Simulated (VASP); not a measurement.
# TePb: single point with BHLYP

Crystal: TePb.

```
CELL_PARAMETERS angstrom
0.00000 3.16504 3.16504
3.16504 0.00000 3.16504
3.16504 3.16504 0.00000
ATOMIC_POSITIONS crystal
Pb 0.00000 0.00000 0.00000
Te 0.50000 0.50000 0.50000
```

```yaml
Program: VASP 6.6.1
Task: single point
Functional: BHLYP
Potentials_or_basis: VASP PAW PBE potentials, release 64 (Pb_d, Te)
Cutoff: 520 eV
k_mesh: 4 × 4 × 4
Occupations: fermi-dirac, width 0.05 eV
Spin: no spin polarisation
Dipole_correction: no
Grid_for_exact_exchange_PRECFOCK: Normal
Further_INCAR_settings: ALGO = Normal; EDIFF = 1e-07; NBANDS = 17
Share_of_exact_exchange: 0.5
```

| Property | Result |
| --- | --- |
| Pressure | 6.8 GPa |
| Band gap on the k mesh | 2.72 eV |

Levels at points of the mesh, in eV from the valence-band top:
```csv
k point,band 7,band 8,band 9,band 10,band 11,band 12,band 13,band 14
"(0.00, 0.00, 0.00)",-6.33,-2.27,-2.27,-2.27,6.87,6.87,6.87,8.40
"(0.50, 0.00, 0.00)",-10.91,-1.68,-1.68,0.00,2.72,3.18,3.18,11.70
"(0.50, 0.50, 0.00)",-8.84,-6.38,-4.15,-4.15,5.48,8.68,8.68,10.31
```

It took 19 min on 1 thread of Intel(R) Xeon(R) Platinum 8259CL CPU @ 2.50GHz (Skylake/Cascade Lake), on a shared host, peak memory 0.22 GiB.

Caveat: the k points lie up to 0.43 Å⁻¹ apart; the PAW data sets were made with another functional, which shifts forces and pressure a little; spin-orbit coupling is left out, which moves the levels of the heavy elements. A k mesh can miss the band edges.
